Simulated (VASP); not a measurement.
GaN: G0W0 quasiparticle levels with PBE

GaN:

```
Ga N
1.0
     0.00000    2.24895    2.29393
     2.24895    0.00000    2.29393
     2.24895    2.24895    0.00000
Ga N
1 1
Direct
  0.00000 0.00000 0.00000
  0.25000 0.25000 0.25000
```

```yaml
Program: VASP 6.6.1
Task: G0W0 quasiparticle levels
Functional: PBE
Potentials_or_basis: VASP PAW PBE potentials, release 64 (Ga_d_GW, N_GW)
Cutoff: 500 eV
k_mesh: 6 × 6 × 6
Occupations: gaussian, width 0.01 eV
Spin: no spin polarisation
Dipole_correction: no
GW_scheme: G0W0
GW_iterations: 1
Cutoff_of_the_response_function: 150
Frequency_points: 96
Empty_bands: 96
Further_INCAR_settings: ALGO = EVGW0; EDIFF = 1e-08; NBANDS = 105
```

| Item | Value |
| --- | --- |
| Quasiparticle gap | 2.70 eV |
| Least direct quasiparticle gap | 2.70 eV |
| Band gap of the starting levels on the mesh | 1.60 eV |
| Least direct gap of the starting levels on the mesh | 1.60 eV |

Run time: 8.3 min on 1 thread of Intel(R) Xeon(R) 6975P-C (Granite Rapids), with other jobs on the host, peak memory 0.59 GiB.

Caveat: the k points lie up to 0.40 Å⁻¹ apart; bands, screening cutoff and mesh are small and nothing is extrapolated, so the quasiparticle values aren't converged; the structure was generated, so it needn't be the stable form of GaN.
